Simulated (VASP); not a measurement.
# C (C2/m) in VASP: single point with PBE

Aim: the single point of C with PBE.

Everything below comes from runs of VASP 6.6.1. Logs are shortened: lines on timing, memory, paths and dates and some standing lists are left out, and cuts for length are marked.

### Step 1. The cell of the first run

Symmetry: C2/m, No. 12, monoclinic system. The conventional cell has a = 4.517 Å, b = 2.520 Å, c = 10.476 Å, α = 90.00°, β = 98.26°, γ = 90.00°. C (site symmetry m) has 4 C at 1.54 to 1.59 Å within 2.1 Å. Within 2.1 Å of C (site symmetry m) lie 4 C at 1.55 to 1.59 Å. Within 2.1 Å of C (site symmetry m) lie 4 C at 1.55 to 1.59 Å. C (site symmetry m) has 4 C at 1.56 to 1.59 Å within 2.1 Å. Within 2.1 Å of C (site symmetry m) lie 4 C at 1.56 to 1.59 Å.

### Step 2. Single point, PBE (normal strain along x +0.0000, normal strain along y +0.0350)

File INCAR:

```
SYSTEM = C
  PREC = Accurate
  ENCUT = 520
  EDIFF = 1E-6
  ISMEAR = 0
  SIGMA = 0.05
  LREAL = .False.
  LASPH = .True.
  NELM = 100
  ALGO = Normal
  ISIF = 2
  LWAVE = .False.
  LCHARG = .False.
  GGA = PE
  NBANDS = 31
```

File KPOINTS:

```
Automatic mesh
0
Gamma
  12 12 12
  0 0 0
```

File POSCAR:

```
C
1.0
    1.2597845300      0.7527937303     10.3670139469
   -1.2597845300      0.7527937303     10.3670139469
    0.0000000000     -1.5055874606     10.3670139469
C
10
Direct
    0.0248257000      0.0248257000      0.0248257000
    0.9751743000      0.9751743000      0.9751743000
    0.1086810650      0.1086810650      0.1086810650
    0.8913189350      0.8913189350      0.8913189350
    0.1583663742      0.1583663742      0.1583663742
    0.8416336258      0.8416336258      0.8416336258
    0.3748589682      0.3748589682      0.3748589682
    0.6251410318      0.6251410318      0.6251410318
    0.4253192967      0.4253192967      0.4253192967
    0.5746807033      0.5746807033      0.5746807033
```

Potentials or basis: VASP PAW PBE potentials, release 64 (C).

Started as:

```bash
> cat potpaw_PBE.64/C/POTCAR > POTCAR
> mpirun -np 1 vasp_std > vasp.out
```

OUTCAR:

```text
SYSTEM = C
   PREC = Accurate
   ENCUT = 520
   EDIFF = 1E-6
   ISMEAR = 0
   LREAL = .False.
   LASPH = .True.
   NELM = 100
   ISIF = 2
   GGA = PE

 ion  position               nearest neighbor table
   1  0.025  0.025  0.025-   2 1.54   7 1.56   7 1.56   7 1.59
   2  0.975  0.975  0.975-   1 1.54   8 1.56   8 1.56   8 1.59
   3  0.109  0.109  0.109-   5 1.55   9 1.56   9 1.56   9 1.59
   4  0.891  0.891  0.891-   6 1.55  10 1.56  10 1.56  10 1.59
   5  0.158  0.158  0.158-   3 1.55   6 1.56   6 1.56   6 1.59
   6  0.842  0.842  0.842-   4 1.55   5 1.56   5 1.56   5 1.59
   7  0.375  0.375  0.375-   1 1.56   1 1.56   9 1.57   1 1.59
   8  0.625  0.625  0.625-   2 1.56   2 1.56  10 1.57   2 1.59
   9  0.425  0.425  0.425-   3 1.56   3 1.56   7 1.57   3 1.59
  10  0.575  0.575  0.575-   4 1.56   4 1.56   8 1.57   4 1.59

  LATTYP: Found a base centered monoclinic cell.
 ALAT       =     4.5167623818
 B/A-ratio  =     0.5578263471
 C/A-ratio  =     2.3193096770
 COS(beta)  =    -0.1437209255

  Lattice vectors:

 A1 = (   1.2597845300,   2.2583811909,   0.0000000000)
 A2 = (  -1.2597845300,   2.2583811909,   0.0000000000)
 A3 = (   0.0000000000,  -1.5055874606,  10.3670139469)

Analysis of symmetry for initial positions (statically):
=====================================================================
 Subroutine PRICEL returns:
 Original cell was already a primitive cell.

 Routine SETGRP: Setting up the symmetry group for a
 base centered monoclinic supercell.

 Subroutine GETGRP returns: Found  4 space group operations
 (whereof  4 operations were pure point group operations)
 out of a pool of  4 trial point group operations.

The static configuration has the point symmetry C_2h.

Analysis of symmetry for dynamics (positions and initial velocities):
=====================================================================
 Subroutine PRICEL returns:
 Original cell was already a primitive cell.

 Routine SETGRP: Setting up the symmetry group for a
 base centered monoclinic supercell.

 Subroutine GETGRP returns: Found  4 space group operations
 (whereof  4 operations were pure point group operations)
 out of a pool of  4 trial point group operations.

The dynamic configuration has the point symmetry C_2h.

 Subroutine INISYM returns: Found  4 space group operations
 (whereof  4 operations are pure point group operations),
 and found     1 'primitive' translations

----------------------------------------------------------------------------------------

                                     Primitive cell

  volume of cell :      58.9898

  direct lattice vectors                    reciprocal lattice vectors
     1.259784530  0.752793730 10.367013947     0.396893269  0.221397522  0.032153264
    -1.259784530  0.752793730 10.367013947    -0.396893269  0.221397522  0.032153264
     0.000000000 -1.505587461 10.367013947     0.000000000 -0.442795045  0.032153264

  length of vectors
    10.470374093 10.470374093 10.475770701     0.455603953  0.455603953  0.443960903

  position of ions in fractional coordinates (direct lattice)
     0.024825700  0.024825700  0.024825700
     0.975174300  0.975174300  0.975174300
     0.108681065  0.108681065  0.108681065
     0.891318935  0.891318935  0.891318935
     0.158366374  0.158366374  0.158366374
     0.841633626  0.841633626  0.841633626
     0.374858968  0.374858968  0.374858968
     0.625141032  0.625141032  0.625141032
     0.425319297  0.425319297  0.425319297
     0.574680703  0.574680703  0.574680703

  ion indices of the primitive-cell ions
   primitive index   ion index
                 1           1
                 2           2
                 3           3
                 4           4
                 5           5
                 6           6
                 7           7
                 8           8
                 9           9
                10          10

----------------------------------------------------------------------------------------

 KPOINTS: Automatic mesh

Automatic generation of k-mesh.
 Grid dimensions read from file:
 generate k-points for:   12   12   12

 Generating k-lattice:

  Cartesian coordinates                     Fractional coordinates (reciprocal lattice)
     0.033074439  0.018449794  0.002679439     0.083333333 -0.000000000 -0.000000000
    -0.033074439  0.018449794  0.002679439    -0.000000000  0.083333333 -0.000000000
     0.000000000 -0.036899587  0.002679439    -0.000000000 -0.000000000  0.083333333

  Length of vectors
     0.037966996  0.037966996  0.036996742

  Shift w.r.t. Gamma in fractional coordinates (k-lattice)
     0.000000000  0.000000000  0.000000000

 Subroutine IBZKPT returns following result:
 ===========================================

 Found    476 irreducible k-points:

 Following reciprocal coordinates:
            Coordinates               Weight
  0.000000  0.000000  0.000000      1.000000
  0.083333  0.000000  0.000000      4.000000
  0.166667  0.000000 -0.000000      4.000000
  0.250000  0.000000  0.000000      4.000000
  0.333333 -0.000000 -0.000000      4.000000
  0.416667 -0.000000 -0.000000      4.000000
[... 16 lines left out ...]
  0.500000  0.166667  0.000000      4.000000
 -0.416667  0.166667  0.000000      4.000000
 [... further k-points ...]
   k-points           NKPTS =    476   k-points in BZ     NKDIM =    476   number of bands    NBANDS=     31
   number of dos      NEDOS =    301   number of ions     NIONS =     10
   total plane-waves  NPLWV = 512000
   dimension x,y,z NGX =    80 NGY =   80 NGZ =   80
   dimension x,y,z NGXF=   160 NGYF=  160 NGZF=  160
   ions per type =              10
   NGX,Y,Z   is equivalent  to a cutoff of  12.70, 12.70, 12.70 a.u.
   NGXF,Y,Z  is equivalent  to a cutoff of  25.40, 25.40, 25.39 a.u.
 SYSTEM =  C
   PREC   = accura    normal or accurate (medium, high low for compatibility)
   ISTART =      0    job   : 0-new  1-cont  2-samecut
   ICHARG =      2    charge: 1-file 2-atom 10-const
   ISPIN  =      1    spin polarized calculation?
   LNONCOLLINEAR =      F non collinear calculations
   LSORBIT =      F    spin-orbit coupling
   LASPH  =      T    aspherical Exc in radial PAW
   ENCUT  =  520.0 eV  38.22 Ry    6.18 a.u.  19.47 19.47 19.48*2*pi/ulx,y,z
   NELM   =    100;   NELMIN=  2; NELMDL= -5     # of ELM steps
   EDIFF  = 0.1E-05   stopping-criterion for ELM
   LREAL  =      F    real-space projection
   EDIFFG = 0.1E-04   stopping-criterion for IOM
   NSW    =      0    number of steps for IOM
   IBRION =     -1    ionic relax: 0-MD 1-quasi-New 2-CG
   NFREE  =      0    steps in history (QN), initial steepest desc. (CG)
   ISIF   =      2    stress and relaxation
   ISYM   =      2    0-nonsym 1-usesym 2-fastsym
   POTIM  = 0.5000    time-step for ionic-motion
   TEBEG  =    0.0;   TEEND  =   0.0 temperature during run
   PSTRESS=    0.0 pullay stress
   NELECT =      40.0000    total number of electrons
   NUPDOWN=      -1.0000    fix difference up-down
   EMIN   =  10.00;   EMAX   =-10.00  energy-range for DOS
   EFERMI =   0.00;   METHOD = LEGACY
   ISMEAR =     0;   SIGMA  =   0.05  broadening in eV -4-tet -1-fermi 0-gaus
   EFERMI_NEDOS =   21; number of points for ismear=-14 and -15
   IALGO  =     38    algorithm
   IMIX   =      4    mixing-type and parameters
     AMIX     =   0.40;   BMIX     =  1.00
     AMIX_MAG =   1.60;   BMIX_MAG =  1.00
  volume/ion in A,a.u.               =       5.90        39.81
  Fermi-wavevector in a.u.,A,eV,Ry     =   1.438255  2.717907 28.144688  2.068576
  Thomas-Fermi vector in A             =   2.557242
   LORBIT       =      0    0 simple, 1 ext, 2 COOP (PROOUT), +10 PAW based schemes
   GGA     = PE    functional components
   LHFCALC =     F    Hartree Fock is set to
   AEXX    =    0.0000 exact exchange contribution
   IVDW    =     0    specifies the selected vdW correction
   LEPSILON=     F    determine dielectric tensor
   LRPA    =     F    only Hartree local field effects (RPA)
 non-spin polarized calculation
 Gauss-broadening in eV      SIGMA  =   0.05
  energy-cutoff  :      520.00
  volume of cell :       58.99
 maximum number of plane-waves:      1620
 NGX is ok and might be reduce to    80
   NGX = 39   NGY = 39   NGZ = 39

 number of electron      39.9999996 magnetization

 Free energy of the ion-electron system (eV)
  ---------------------------------------------------
  ext. energy  EPLUGINS =         0.00000000
  ---------------------------------------------------
  free energy    TOTEN  =       -90.63004148 eV

  energy without entropy =      -90.63004148  energy(sigma->0) =      -90.63004148

 E-fermi :   9.6233     XC(G=0): -13.0525

 val. band max:        9.3733575893   @ k =   0.0000   0.0000   0.0000
 cond. band min:      13.2358205397   @ k =   0.4167  -0.0000   0.4167
 fundamental gap:      3.8624629504
 Fermi energy:         9.6232963866

 k-point     1 :       0.0000    0.0000    0.0000
  band No.  band energies     occupation
      1     -11.8014      2.00000
      2     -10.7450      2.00000
      3     -10.6783      2.00000
      4      -7.5936      2.00000
      5      -7.5739      2.00000
      6      -1.8795      2.00000
[... 23 lines left out ...]
     30      16.7238      0.00000
     31      16.9594      0.00000

 k-point     2 :       0.0833    0.0000    0.0000
  band No.  band energies     occupation
      1     -11.6324      2.00000
      2     -10.6132      2.00000
      3     -10.4759      2.00000
      4      -7.5335      2.00000
      5      -7.3171      2.00000
      6      -1.8876      2.00000
[... 23 lines left out ...]
     30      17.1622      0.00000
     31      17.5603      0.00000

 k-point     3 :       0.1667    0.0000   -0.0000
  band No.  band energies     occupation
      1     -11.1274      2.00000
      2     -10.1692      2.00000
      3      -9.9218      2.00000
      4      -7.1659      2.00000
      5      -6.7406      2.00000
      6      -1.6420      2.00000
[... 703 lines left out ...]
     30      19.2503      0.00000
     31      19.5013      0.00000

 k-point    24 :      -0.4167    0.1667    0.0000
  band No.  band energies     occupation
      1      -6.0262      2.00000
      2      -5.6822      2.00000
      3      -5.3000      2.00000
      4      -4.4324      2.00000
      5      -4.2156      2.00000
      6      -3.2523      2.00000
[... 23 lines left out ...]
     30      19.2489      0.00000
     31      19.5079      0.00000

 [... further k-points ...]
[... 5 lines left out ...]
  --------------------------------------------------------------------------------------
  -------------------------------------------------------------------------------------
  Total       -0.7678993    -13.3088185     -0.2730954      0.0000000      0.0737156      0.0000000
  in kB      -20.8563183   -361.4705216     -7.4173340      0.0000000      2.0021310      0.0000000
  external PRESSURE =    -129.9147246 kB  Pullay stress =       0.0000000 kB

 VOLUME and BASIS-vectors are now :
 -----------------------------------------------------------------------------
  energy-cutoff  :      520.00
  volume of cell :       58.99
      direct lattice vectors                 reciprocal lattice vectors
     1.259784530  0.752793730 10.367013947     0.396893269  0.221397522  0.032153264
    -1.259784530  0.752793730 10.367013947    -0.396893269  0.221397522  0.032153264
     0.000000000 -1.505587461 10.367013947     0.000000000 -0.442795045  0.032153264

 POSITION                                       TOTAL-FORCE (eV/Angst)
 -----------------------------------------------------------------------------------
      0.00000      0.00000      0.77211         0.000000     -0.009025      0.003295
      0.00000      0.00000     30.32894         0.000000      0.009025     -0.003295
      0.00000      0.00000      3.38009         0.000000     -0.011020     -0.002039
      0.00000      0.00000     27.72095         0.000000      0.011020      0.002039
      0.00000      0.00000      4.92536         0.000000      0.002857      0.034059
      0.00000      0.00000     26.17568         0.000000     -0.002857     -0.034059
      0.00000      0.00000     11.65850         0.000000     -0.022118     -0.043388
      0.00000      0.00000     19.44254         0.000000      0.022118      0.043388
      0.00000      0.00000     13.22787         0.000000     -0.022249      0.044138
      0.00000      0.00000     17.87317         0.000000      0.022249     -0.044138
 -----------------------------------------------------------------------------------
    total drift:                               -0.000000     -0.000000      0.000000

  FREE ENERGIE OF THE ION-ELECTRON SYSTEM (eV)
  ---------------------------------------------------
  free  energy   TOTEN  =       -90.6300414822 eV

  energy  without entropy=      -90.6300414822  energy(sigma->0) =      -90.63004148
```

It took 87 min on 1 thread of Intel Xeon 6975P-C (Granite Rapids), shared host; peak memory 1.3 GiB.

Results:

```
Free energy            : -90.6300 eV
Pressure               : -13.0 GPa
Largest force          : 0.049 eV/Å
Band gap on the k mesh : 3.86 eV (least direct gap 4.57 eV)
```

Forces on the atoms (eV/Å):
```
C    0.000 -0.009  0.003
C    0.000  0.009 -0.003
C    0.000 -0.011 -0.002
C    0.000  0.011  0.002
C    0.000  0.003  0.034
C    0.000 -0.003 -0.034
C    0.000 -0.022 -0.043
C    0.000  0.022  0.043
C    0.000 -0.022  0.044
C    0.000  0.022 -0.044
```

Levels at points of the mesh, in eV from the valence-band top:
| k point | band 16 | band 17 | band 18 | band 19 | band 20 | band 21 | band 22 | band 23 | band 24 | band 25 |
| --- | --- | --- | --- | --- | --- | --- | --- | --- | --- | --- |
| (0.00, 0.00, 0.00) | -1.40 | -1.31 | -0.28 | -0.18 | 0.00 | 4.57 | 5.26 | 5.59 | 5.90 | 6.56 |
| (0.50, 0.00, 0.00) | -4.71 | -4.57 | -4.52 | -3.51 | -2.99 | 4.10 | 4.12 | 5.87 | 6.04 | 6.31 |
| (0.50, 0.50, 0.00) | -4.99 | -4.10 | -4.04 | -3.00 | -2.99 | 4.91 | 5.33 | 5.76 | 5.81 | 6.95 |
| (0.00, 0.00, 0.50) | -4.78 | -4.05 | -3.99 | -3.45 | -2.51 | 5.11 | 5.12 | 6.13 | 6.18 | 6.79 |
| (0.50, 0.00, 0.50) | -5.46 | -4.10 | -4.07 | -3.49 | -3.46 | 3.87 | 4.78 | 4.88 | 5.57 | 7.05 |
| (0.50, 0.50, 0.50) | -1.77 | -0.68 | -0.63 | -0.47 | -0.43 | 5.04 | 5.13 | 5.76 | 5.86 | 6.31 |

Caveat: the cell differs from its parent crystal (normal strain along x +0.0000, normal strain along y +0.0350); the cell stands under tension.
